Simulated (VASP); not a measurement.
Wanted: the native input for a VASP 6.6.1 run.

```
Task                   : single point
Functional             : PBEsol
Potentials or basis    : VASP PAW PBE potentials, release 64 (I, Mg)
Cutoff                 : 520 eV
k mesh                 : 8 × 8 × 4
Occupations            : fermi-dirac, width 0.05 eV
Spin                   : no spin polarisation
Dipole correction      : no
Further INCAR settings : ALGO = Normal; EDIFF = 1e-06; NBANDS = 15
```

The structure of MgI2 lies in POSCAR:

```
MgI2
1.0
    4.1674180176      0.0000000000      0.0000000000
   -2.0837090088      3.6090898714      0.0000000000
    0.0000000000      0.0000000000      6.9255642418
I Mg
2 1
Direct
    0.6666666667      0.3333333333      0.7500000000
    0.3333333333      0.6666666667      0.2500000000
    0.0000000000      0.0000000000      0.0000000000
```

This cell differs from its parent crystal: volume scaled by 1.02.

One way to write it, as run:

INCAR

```
  PREC = Accurate
  ENCUT = 520
  EDIFF = 1E-6
  ISMEAR = -1
  SIGMA = 0.05
  LREAL = False
  LASPH = True
  NELM = 100
  ALGO = Normal
  ISIF = 2
  LWAVE = False
  LCHARG = True
  GGA = PS
  LELF = True
  LVHAR = True
  NBANDS = 15
```

KPOINTS

```
Automatic mesh
0
Gamma
  8 8 4
```

Potentials or basis: VASP PAW PBE potentials, release 64 (I, Mg).

Launch:

```console
$ cat potpaw_PBE.64/I/POTCAR potpaw_PBE.64/Mg/POTCAR > POTCAR
$ mpirun -np 1 vasp_std > vasp.out
```

It gave:

```yaml
Pressure: -1.4 GPa
Largest_force: 0.380 eV/Å
Band_gap_on_the_k_mesh: 3.40 eV, indirect (least direct gap 3.43 eV)
```

Caveat: the PAW data sets were made with another functional, which shifts forces and pressure a little; spin-orbit coupling is left out, which moves the levels of the heavy elements; this functional lacks dispersion, which binds the layers, so the pressure and a relaxed spacing across them are unreliable.

Run time: 44 s on 1 thread of AMD EPYC 7R43 64-Core Processor (Zen 3) (shared host), peak memory 0.2 GiB.
